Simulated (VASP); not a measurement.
## AlN: single point with HSE06

Crystal: AlN.

```
CELL_PARAMETERS angstrom
0.00000 2.18488 2.22857
2.18488 0.00000 2.22857
2.18488 2.18488 0.00000
ATOMIC_POSITIONS crystal
Al 0.00000 0.00000 0.00000
N 0.25000 0.25000 0.25000
```

This cell differs from its parent crystal: uniaxial z strain +2.0%.

```json
{
 "Program": "VASP 6.6.1",
 "Task": "single point",
 "Functional": "HSE06",
 "Potentials or basis": "VASP PAW PBE potentials, release 64 (Al, N)",
 "Cutoff": "520 eV",
 "k mesh": "8 × 8 × 8",
 "Occupations": "gaussian, width 0.01 eV",
 "Spin": "no spin polarisation",
 "Dipole correction": "no",
 "Grid for exact exchange (PRECFOCK)": "Normal",
 "Further INCAR settings": "ALGO = Normal; EDIFF = 1e-07; NBANDS = 11",
 "Share of exact exchange": "0.25",
 "Screening parameter": "0.2079 1/Å"
}
```

| Item | Value |
| --- | --- |
| Pressure | -4.8 GPa |
| Band gap on the k mesh | 4.47 eV (least direct gap 5.31 eV) |

Stress tensor (GPa, compression positive):
```
-3.82  0.00  0.00
 0.00 -3.82  0.00
 0.00  0.00 -6.89
```

Levels at points of the mesh, in eV from the valence-band top:
| k point | band 1 | band 2 | band 3 | band 4 | band 5 | band 6 | band 7 | band 8 | band 9 |
| --- | --- | --- | --- | --- | --- | --- | --- | --- | --- |
| (0.00, 0.00, 0.00) | -16.38 | -0.09 | 0.00 | 0.00 | 5.31 | 13.98 | 13.98 | 14.00 | 19.02 |
| (0.50, 0.00, 0.00) | -14.26 | -6.29 | -0.65 | -0.47 | 8.62 | 11.45 | 12.41 | 12.77 | 19.57 |
| (0.50, 0.50, 0.00) | -13.66 | -5.43 | -1.84 | -1.84 | 4.57 | 10.12 | 15.53 | 17.62 | 17.62 |
| (0.50, 0.00, 0.50) | -13.57 | -5.23 | -2.02 | -2.01 | 4.47 | 9.80 | 15.88 | 17.15 | 17.77 |

Run time: 46 min on 1 thread of AMD EPYC 7R13 Processor (Zen 3), on a shared host, peak memory 0.24 GiB.

Caveat: the cell differs from its parent crystal (uniaxial z strain +2.0%); the cell stands under tension; the structure was generated, so it needn't be the stable form of AlN; the PAW data sets were made with another functional, which shifts forces and pressure a little. A k mesh can miss the band edges.
